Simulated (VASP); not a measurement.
# SiGe (P6_3mc) in VASP: further runs

Runs on SiGe. Level: r2SCAN. Tasks: single point.

All numbers are computed with VASP 6.6.1; they aren't measurements. Logs are shortened: lines on timing, memory, paths and dates and some standing lists are left out, and cuts for length are marked.

**1. The cell of the first run**

The structure is hexagonal, space group P6_3mc (No. 186). The conventional cell has a = 3.904 Å, b = 3.904 Å, c = 6.773 Å, α = 90.00°, β = 90.00°, γ = 120.00°. Within 3.2 Å of Si (site symmetry 3m) lie 4 Ge at 2.41 to 2.53 Å. Ge (site symmetry 3m) has 4 Si at 2.41 to 2.53 Å within 3.2 Å.

**2. Single point, r2SCAN (strain +0.000 along x and y, +0.050 along z)**

POSCAR reads:

```
SiGe
1.0
    3.9044512986      0.0000000000      0.0000000000
   -1.9522256493      3.3813540124      0.0000000000
    0.0000000000      0.0000000000      6.7733221500
Si Ge
2 2
Direct
    0.6666666667      0.3333333333      0.8746070000
    0.3333333333      0.6666666667      0.3746070000
    0.6666666667      0.3333333333      0.5003920000
    0.3333333333      0.6666666667      0.0003920000
```

INCAR.step1 reads:

```
SYSTEM = SiGe
  ALGO = Normal
  EDIFF = 1E-4
  ENCUT = 520
  GGA = PE
  ISMEAR = 0
  LASPH = .True.
  LCHARG = .False.
  LREAL = .False.
  LWAVE = .True.
  NBANDS = 26
  NELM = 60
  PREC = Accurate
  SIGMA = 0.05
```

INCAR.step2 reads:

```
SYSTEM = SiGe
  ALGO = Normal
  EDIFF = 1E-6
  ENCUT = 520
  ISIF = 2
  ISMEAR = 0
  ISTART = 1
  LASPH = .True.
  LCHARG = .False.
  LMIXTAU = .True.
  LREAL = .False.
  LWAVE = .False.
  METAGGA = R2SCAN
  NBANDS = 26
  NELM = 60
  PREC = Accurate
  SIGMA = 0.05
```

KPOINTS reads:

```
k-points
0
Gamma
  12 12 4
  0 0 0
```

Potentials or basis: VASP PAW PBE potentials, release 64 (Si, Ge_d).

On the command line:

```console
> cat potpaw_PBE.64/Si/POTCAR potpaw_PBE.64/Ge_d/POTCAR > POTCAR
> cp INCAR.step1 INCAR
> mpirun -np 1 vasp_std > vasp.out
> cp INCAR.step2 INCAR
> mpirun -np 1 vasp_std > vasp.out
```

OUTCAR:

```text
SYSTEM = SiGe
   EDIFF = 1E-6
   ENCUT = 520
   ISIF = 2
   ISMEAR = 0
   ISTART = 1
   LASPH = .True.
   LREAL = .False.
   METAGGA = R2SCAN
   NELM = 60
   PREC = Accurate

 ion  position               nearest neighbor table
   1  0.667  0.333  0.875-   4 2.41   4 2.41   4 2.41   3 2.53
   2  0.333  0.667  0.375-   3 2.41   3 2.41   3 2.41   4 2.53
   3  0.667  0.333  0.500-   2 2.41   2 2.41   2 2.41   1 2.53
   4  0.333  0.667  0.000-   1 2.41   1 2.41   1 2.41   2 2.53

  LATTYP: Found a hexagonal cell.
 ALAT       =     3.9044512986
 C/A-ratio  =     1.7347692754

  Lattice vectors:

 A1 = (   3.9044512986,   0.0000000000,   0.0000000000)
 A2 = (  -1.9522256493,   3.3813540124,   0.0000000000)
 A3 = (   0.0000000000,   0.0000000000,   6.7733221500)

Analysis of symmetry for initial positions (statically):
=====================================================================
 Subroutine PRICEL returns:
 Original cell was already a primitive cell.

 Routine SETGRP: Setting up the symmetry group for a
 hexagonal supercell.

 Subroutine GETGRP returns: Found 12 space group operations
 (whereof  6 operations were pure point group operations)
 out of a pool of 24 trial point group operations.

The static configuration has the point symmetry C_3v.
 The point group associated with its full space group is C_6v.

Analysis of symmetry for dynamics (positions and initial velocities):
=====================================================================
 Subroutine PRICEL returns:
 Original cell was already a primitive cell.

 Routine SETGRP: Setting up the symmetry group for a
 hexagonal supercell.

 Subroutine GETGRP returns: Found 12 space group operations
 (whereof  6 operations were pure point group operations)
 out of a pool of 24 trial point group operations.

The dynamic configuration has the point symmetry C_3v.
 The point group associated with its full space group is C_6v.

 Subroutine INISYM returns: Found 12 space group operations
 (whereof  6 operations are pure point group operations),
 and found     1 'primitive' translations

----------------------------------------------------------------------------------------

                                     Primitive cell

  volume of cell :      89.4236

  direct lattice vectors                    reciprocal lattice vectors
     3.904451299  0.000000000  0.000000000     0.256117934  0.147869758  0.000000000
    -1.952225649  3.381354012  0.000000000     0.000000000  0.295739516  0.000000000
     0.000000000  0.000000000  6.773322150     0.000000000  0.000000000  0.147638039

  length of vectors
     3.904451299  3.904451299  6.773322150     0.295739516  0.295739516  0.147638039

  position of ions in fractional coordinates (direct lattice)
     0.666666667  0.333333333  0.874607000
     0.333333333  0.666666667  0.374607000
     0.666666667  0.333333333  0.500392000
     0.333333333  0.666666667  0.000392000

  ion indices of the primitive-cell ions
   primitive index   ion index
                 1           1
                 2           2
                 3           3
                 4           4

----------------------------------------------------------------------------------------

 KPOINTS: k-points

Automatic generation of k-mesh.
 Grid dimensions read from file:
 generate k-points for:   12   12    4

 Generating k-lattice:

  Cartesian coordinates                     Fractional coordinates (reciprocal lattice)
     0.021343161  0.012322480  0.000000000     0.083333333  0.000000000  0.000000000
     0.000000000  0.024644960  0.000000000     0.000000000  0.083333333  0.000000000
     0.000000000  0.000000000  0.036909510     0.000000000  0.000000000  0.250000000

  Length of vectors
     0.024644960  0.024644960  0.036909510

  Shift w.r.t. Gamma in fractional coordinates (k-lattice)
     0.000000000  0.000000000  0.000000000

 Subroutine IBZKPT returns following result:
 ===========================================

 Found     57 irreducible k-points:

 Following reciprocal coordinates:
            Coordinates               Weight
  0.000000  0.000000  0.000000      1.000000
  0.083333 -0.000000  0.000000      6.000000
  0.166667  0.000000  0.000000      6.000000
  0.250000  0.000000  0.000000      6.000000
  0.333333 -0.000000  0.000000      6.000000
  0.416667 -0.000000  0.000000      6.000000
[... 16 lines left out ...]
  0.250000  0.000000  0.250000     12.000000
  0.333333 -0.000000  0.250000     12.000000
 [... further k-points ...]
   k-points           NKPTS =     57   k-points in BZ     NKDIM =     57   number of bands    NBANDS=     26
   number of dos      NEDOS =    301   number of ions     NIONS =      4
   total plane-waves  NPLWV =  45000
   dimension x,y,z NGX =    30 NGY =   30 NGZ =   50
   dimension x,y,z NGXF=    60 NGYF=   60 NGZF=  100
   ions per type =               2   2
   NGX,Y,Z   is equivalent  to a cutoff of  12.77, 12.77, 12.27 a.u.
   NGXF,Y,Z  is equivalent  to a cutoff of  25.55, 25.55, 24.54 a.u.
 SYSTEM =  SiGe
   PREC   = accura    normal or accurate (medium, high low for compatibility)
   ISTART =      1    job   : 0-new  1-cont  2-samecut
   ICHARG =      0    charge: 1-file 2-atom 10-const
   ISPIN  =      1    spin polarized calculation?
   LNONCOLLINEAR =      F non collinear calculations
   LSORBIT =      F    spin-orbit coupling
   LASPH  =      T    aspherical Exc in radial PAW
   ENCUT  =  520.0 eV  38.22 Ry    6.18 a.u.   7.26  7.26 12.59*2*pi/ulx,y,z
   NELM   =     60;   NELMIN=  2; NELMDL=  0     # of ELM steps
   EDIFF  = 0.1E-05   stopping-criterion for ELM
   LREAL  =      F    real-space projection
   EDIFFG = 0.1E-04   stopping-criterion for IOM
   NSW    =      0    number of steps for IOM
   IBRION =     -1    ionic relax: 0-MD 1-quasi-New 2-CG
   NFREE  =      0    steps in history (QN), initial steepest desc. (CG)
   ISIF   =      2    stress and relaxation
   ISYM   =      2    0-nonsym 1-usesym 2-fastsym
   POTIM  = 0.5000    time-step for ionic-motion
   TEBEG  =    0.0;   TEEND  =   0.0 temperature during run
   PSTRESS=    0.0 pullay stress
   NELECT =      36.0000    total number of electrons
   NUPDOWN=      -1.0000    fix difference up-down
   EMIN   =  10.00;   EMAX   =-10.00  energy-range for DOS
   EFERMI =   0.00;   METHOD = LEGACY
   ISMEAR =     0;   SIGMA  =   0.05  broadening in eV -4-tet -1-fermi 0-gaus
   EFERMI_NEDOS =   21; number of points for ismear=-14 and -15
   IALGO  =     38    algorithm
   IMIX   =      4    mixing-type and parameters
     AMIX     =   0.40;   BMIX     =  1.00
     AMIX_MAG =   1.60;   BMIX_MAG =  1.00
  volume/ion in A,a.u.               =      22.36       150.87
  Fermi-wavevector in a.u.,A,eV,Ry     =   1.208810  2.284321 19.881142  1.461223
  Thomas-Fermi vector in A             =   2.344407
   LORBIT       =      0    0 simple, 1 ext, 2 COOP (PROOUT), +10 PAW based schemes
   METAGGA = R2SCAN    functional components
   LHFCALC =     F    Hartree Fock is set to
   AEXX    =    0.0000 exact exchange contribution
   IVDW    =     0    specifies the selected vdW correction
   LEPSILON=     F    determine dielectric tensor
   LRPA    =     F    only Hartree local field effects (RPA)
 non-spin polarized calculation
 Gauss-broadening in eV      SIGMA  =   0.05
  energy-cutoff  :      520.00
  volume of cell :       89.42
 maximum number of plane-waves:      2432
 NGX is ok and might be reduce to    30
   NGX = 15   NGY = 15   NGZ = 25

 number of electron      35.9999966 magnetization

 Free energy of the ion-electron system (eV)
  ---------------------------------------------------
  ext. energy  EPLUGINS =         0.00000000
  ---------------------------------------------------
  free energy    TOTEN  =       -45.04498047 eV

  energy without entropy =      -45.04498047  energy(sigma->0) =      -45.04498047

 E-fermi :   5.2295     XC(G=0): -10.1531

 val. band max:        4.9840821966   @ k =   0.0000   0.0000   0.0000
 cond. band min:       5.7318525934   @ k =   0.3333  -0.0000   0.2500
 fundamental gap:      0.7477703967
 Fermi energy:         5.2294602488

 k-point     1 :       0.0000    0.0000    0.0000
  band No.  band energies     occupation
      1     -20.2053      2.00000
      2     -20.2045      2.00000
      3     -20.2031      2.00000
      4     -20.2030      2.00000
      5     -20.2004      2.00000
      6     -20.2004      2.00000
[... 18 lines left out ...]
     25       9.4834      0.00000
     26      12.2214      0.00000

 k-point     2 :       0.0833   -0.0000    0.0000
  band No.  band energies     occupation
      1     -20.2049      2.00000
      2     -20.2046      2.00000
      3     -20.2033      2.00000
      4     -20.2027      2.00000
      5     -20.2002      2.00000
      6     -20.2000      2.00000
[... 18 lines left out ...]
     25       9.8120      0.00000
     26      11.5720      0.00000

 k-point     3 :       0.1667    0.0000    0.0000
  band No.  band energies     occupation
      1     -20.2054      2.00000
      2     -20.2039      2.00000
      3     -20.2036      2.00000
      4     -20.2019      2.00000
      5     -20.1993      2.00000
      6     -20.1989      2.00000
[... 18 lines left out ...]
     25      10.6667      0.00000
     26      10.7095      0.00000

 k-point     4 :       0.2500    0.0000    0.0000
  band No.  band energies     occupation
      1     -20.2066      2.00000
      2     -20.2046      2.00000
      3     -20.2021      2.00000
      4     -20.2009      2.00000
      5     -20.1978      2.00000
      6     -20.1975      2.00000
[... 18 lines left out ...]
     25      11.8279      0.00000
     26      11.8501      0.00000

 k-point     5 :       0.3333   -0.0000    0.0000
  band No.  band energies     occupation
      1     -20.2078      2.00000
      2     -20.2055      2.00000
      3     -20.2006      2.00000
      4     -20.2001      2.00000
      5     -20.1963      2.00000
      6     -20.1963      2.00000
[... 18 lines left out ...]
     25      11.9226      0.00000
     26      12.7218      0.00000

 k-point     6 :       0.4167   -0.0000    0.0000
  band No.  band energies     occupation
      1     -20.2086      2.00000
      2     -20.2061      2.00000
      3     -20.1996      2.00000
      4     -20.1995      2.00000
      5     -20.1954      2.00000
      6     -20.1953      2.00000
[... 427 lines left out ...]
 k-point    21 :       0.0833   -0.0000    0.2500
  band No.  band energies     occupation
      1     -20.2050      2.00000
      2     -20.2048      2.00000
      3     -20.2027      2.00000
      4     -20.2023      2.00000
      5     -20.2005      2.00000
      6     -20.2004      2.00000
[... 18 lines left out ...]
     25       9.4620      0.00000
     26      12.1768      0.00000

 k-point    22 :       0.1667    0.0000    0.2500
  band No.  band energies     occupation
      1     -20.2054      2.00000
      2     -20.2048      2.00000
      3     -20.2022      2.00000
      4     -20.2014      2.00000
      5     -20.1996      2.00000
      6     -20.1993      2.00000
[... 18 lines left out ...]
     25      10.2855      0.00000
     26      11.4050      0.00000

 k-point    23 :       0.2500    0.0000    0.2500
  band No.  band energies     occupation
      1     -20.2065      2.00000
      2     -20.2054      2.00000
      3     -20.2009      2.00000
      4     -20.2004      2.00000
      5     -20.1982      2.00000
      6     -20.1980      2.00000
[... 18 lines left out ...]
     25      11.3563      0.00000
     26      11.6200      0.00000

 k-point    24 :       0.3333   -0.0000    0.2500
  band No.  band energies     occupation
      1     -20.2077      2.00000
      2     -20.2062      2.00000
      3     -20.1995      2.00000
      4     -20.1995      2.00000
      5     -20.1968      2.00000
      6     -20.1968      2.00000
[... 18 lines left out ...]
     25      12.3708      0.00000
     26      12.9087      0.00000

 [... further k-points ...]

------------------------ aborting loop because EDIFF is reached ----------------------------------------

  FORCE on cell =-STRESS in cart. coord.  units (eV):
  Direction    XX          YY          ZZ          XY          YZ          ZX
  --------------------------------------------------------------------------------------
  -------------------------------------------------------------------------------------
  Total       -0.3127917     -0.3127917     -5.1375185      0.0000000      0.0000000      0.0000000
  in kB       -5.6041974     -5.6041974    -92.0474157      0.0000000      0.0000000      0.0000000
  external PRESSURE =     -34.4186035 kB  Pullay stress =       0.0000000 kB

 VOLUME and BASIS-vectors are now :
 -----------------------------------------------------------------------------
  energy-cutoff  :      520.00
  volume of cell :       89.42
      direct lattice vectors                 reciprocal lattice vectors
     3.904451299  0.000000000  0.000000000     0.256117934  0.147869758  0.000000000
    -1.952225649  3.381354012  0.000000000     0.000000000  0.295739516  0.000000000
     0.000000000  0.000000000  6.773322150     0.000000000  0.000000000  0.147638039

 POSITION                                       TOTAL-FORCE (eV/Angst)
 -----------------------------------------------------------------------------------
      1.95223      1.12712      5.92399        -0.000000     -0.000000     -0.302551
     -0.00000      2.25424      2.53733         0.000000      0.000000     -0.302551
      1.95223      1.12712      3.38932         0.000000      0.000000      0.302551
     -0.00000      2.25424      0.00266        -0.000000      0.000000      0.302551
 -----------------------------------------------------------------------------------
    total drift:                                0.000000     -0.000000      0.018597

  FREE ENERGIE OF THE ION-ELECTRON SYSTEM (eV)
  ---------------------------------------------------
  free  energy   TOTEN  =       -45.0449804750 eV

  energy  without entropy=      -45.0449804750  energy(sigma->0) =      -45.04498047
```

Wall time 3 min (1 thread of Intel Xeon 6975P-C (Granite Rapids), shared host); peak memory 0.28 GiB.

What came out:

- Free energy: -45.0450 eV
- Pressure: -3.4 GPa
- Largest force: 0.303 eV/Å
- Band gap on the k mesh: 0.75 eV (least direct gap 0.93 eV)

Forces in eV/Å, atoms in the order of the input:
```
Si   0.000  0.000 -0.303
Si   0.000  0.000 -0.303
Ge   0.000  0.000  0.303
Ge   0.000  0.000  0.303
```

Caveat: the cell differs from its parent crystal (strain +0.000 along x and y, +0.050 along z); the cell stands under tension; the PAW data sets were made with another functional, which shifts forces and pressure a little. A k mesh can miss the band edges.

**3. Single point, r2SCAN (strain +0.025 along x and y, +0.000 along z)**

POSCAR reads:

```
SiGe
1.0
    4.0020625810      0.0000000000      0.0000000000
   -2.0010312905      3.4658878627      0.0000000000
    0.0000000000      0.0000000000      6.4507830000
Si Ge
2 2
Direct
    0.6666666667      0.3333333333      0.8746070000
    0.3333333333      0.6666666667      0.3746070000
    0.6666666667      0.3333333333      0.5003920000
    0.3333333333      0.6666666667      0.0003920000
```

INCAR.step1 reads:

```
PREC = Accurate
ENCUT = 520
ISMEAR = 0
SIGMA = 0.05
LREAL = F
LASPH = T
NELM = 80
NBANDS = 26
GGA = PE
ALGO = Normal
EDIFF = 1E-4
LWAVE = T
LCHARG = F
```

INCAR.step2 reads:

```
PREC = Accurate
ENCUT = 520
EDIFF = 1E-6
ISMEAR = 0
SIGMA = 0.05
LREAL = F
LASPH = T
NELM = 80
ALGO = Normal
ISIF = 2
LWAVE = F
LCHARG = F
METAGGA = R2SCAN
LMIXTAU = T
NBANDS = 26
ISTART = 1
```

KPOINTS reads:

```
regular mesh
0
Gamma
  12 12 4
```

Potentials or basis: VASP PAW PBE potentials, release 64 (Si, Ge_d).

On the command line:

```console
> cat potpaw_PBE.64/Si/POTCAR potpaw_PBE.64/Ge_d/POTCAR > POTCAR
> cp INCAR.step1 INCAR
> mpirun -np 1 vasp_std > vasp.out
> cp INCAR.step2 INCAR
> mpirun -np 1 vasp_std > vasp.out
```

Run time: 2.6 min. Hardware: 1 thread of Intel Xeon 6975P-C (Granite Rapids), shared host; peak memory 0.28 GiB.

Results (log left out):

```yaml
Free_energy: -45.1021 eV
Pressure: -3.7 GPa
Largest_force: 0.205 eV/Å
Band_gap_on_the_k_mesh: 0.36 eV
```

Forces in eV/Å, atoms in the order of the input:
```
Si   0.000  0.000  0.205
Si   0.000  0.000  0.205
Ge   0.000  0.000 -0.205
Ge   0.000  0.000 -0.205
```

Stress tensor (GPa, compression positive):
```
-5.26  0.00  0.00
 0.00 -5.26  0.00
 0.00  0.00 -0.45
```

Levels at points of the mesh, in eV from the valence-band top:
| k point | band 16 | band 17 | band 18 | band 19 | band 20 | band 21 |
| --- | --- | --- | --- | --- | --- | --- |
| (0.00, 0.00, 0.00) | -0.29 | 0.00 | 0.00 | 0.36 | 1.58 | 2.11 |
| (0.50, 0.00, 0.00) | -3.24 | -2.95 | -1.48 | 0.61 | 2.25 | 3.50 |
| (0.00, 0.00, 0.50) | -1.05 | -1.05 | -1.05 | 1.21 | 1.21 | 3.25 |
| (0.50, 0.00, 0.50) | -2.54 | -2.52 | -2.52 | 0.91 | 0.91 | 2.25 |

Caveat: the cell differs from its parent crystal (strain +0.025 along x and y, +0.000 along z); the cell stands under tension; the PAW data sets were made with another functional, which shifts forces and pressure a little. A k mesh can miss the band edges.

**4. Single point, r2SCAN (strain +0.050 along x and y, -0.025 along z)**

POSCAR reads:

```
SiGe
1.0
    4.0996738635      0.0000000000      0.0000000000
   -2.0498369318      3.5504217130      0.0000000000
    0.0000000000      0.0000000000      6.2895134250
Si Ge
2 2
Direct
    0.6666666667      0.3333333333      0.8746070000
    0.3333333333      0.6666666667      0.3746070000
    0.6666666667      0.3333333333      0.5003920000
    0.3333333333      0.6666666667      0.0003920000
```

INCAR.step1 reads:

```
ALGO = Normal
EDIFF = 1E-4
ENCUT = 520
GGA = PE
ISMEAR = 0
LASPH = T
LCHARG = F
LREAL = F
LWAVE = T
NBANDS = 26
NELM = 80
PREC = Accurate
SIGMA = 0.05
```

INCAR.step2 reads:

```
ALGO = Normal
EDIFF = 1E-7
ENCUT = 520
ISIF = 2
ISMEAR = 0
ISTART = 1
LASPH = T
LCHARG = F
LMIXTAU = T
LREAL = F
LWAVE = F
METAGGA = R2SCAN
NBANDS = 26
NELM = 80
PREC = Accurate
SIGMA = 0.05
```

KPOINTS reads:

```
k-points
0
Gamma
  12 12 4
```

On the command line:

```console
> cat potpaw_PBE.64/Si/POTCAR potpaw_PBE.64/Ge_d/POTCAR > POTCAR
> cp INCAR.step1 INCAR
> mpirun -np 1 vasp_std > vasp.out
> cp INCAR.step2 INCAR
> mpirun -np 1 vasp_std > vasp.out
```

Wall time 2.6 min (1 thread of Intel Xeon 6975P-C (Granite Rapids), shared host); peak memory 0.29 GiB.

Results (log left out):

- Free energy: -44.8713 eV
- Pressure: -4.5 GPa
- Largest force: 0.684 eV/Å
- Band gap on the k mesh: zero (filled and empty bands touch)

Forces on the atoms (eV/Å):
```
Si   0.000  0.000  0.684
Si   0.000  0.000  0.684
Ge   0.000  0.000 -0.684
Ge   0.000  0.000 -0.684
```

Stress tensor (GPa, compression positive):
```
-9.21  0.00  0.00
 0.00 -9.21  0.00
 0.00  0.00  5.05
```

Levels at points of the mesh, in eV from the Fermi level:
| k point | band 16 | band 17 | band 18 | band 19 | band 20 | band 21 |
| --- | --- | --- | --- | --- | --- | --- |
| (0.00, 0.00, 0.00) | -0.34 | -0.21 | 0.01 | 0.01 | 1.26 | 1.81 |
| (0.50, 0.00, 0.00) | -3.36 | -2.99 | -1.35 | 0.38 | 2.25 | 3.26 |
| (0.00, 0.00, 0.50) | -1.22 | -1.22 | -1.22 | 0.78 | 0.78 | 3.07 |
| (0.50, 0.00, 0.50) | -2.58 | -2.35 | -2.35 | 0.86 | 0.86 | 2.45 |

Caveat: the cell differs from its parent crystal (strain +0.050 along x and y, -0.025 along z); the cell stands under tension; semilocal functionals underestimate gaps, so a narrow gap can read as zero; the PAW data sets were made with another functional, which shifts forces and pressure a little.

(Part 1 of 2 ends here.)
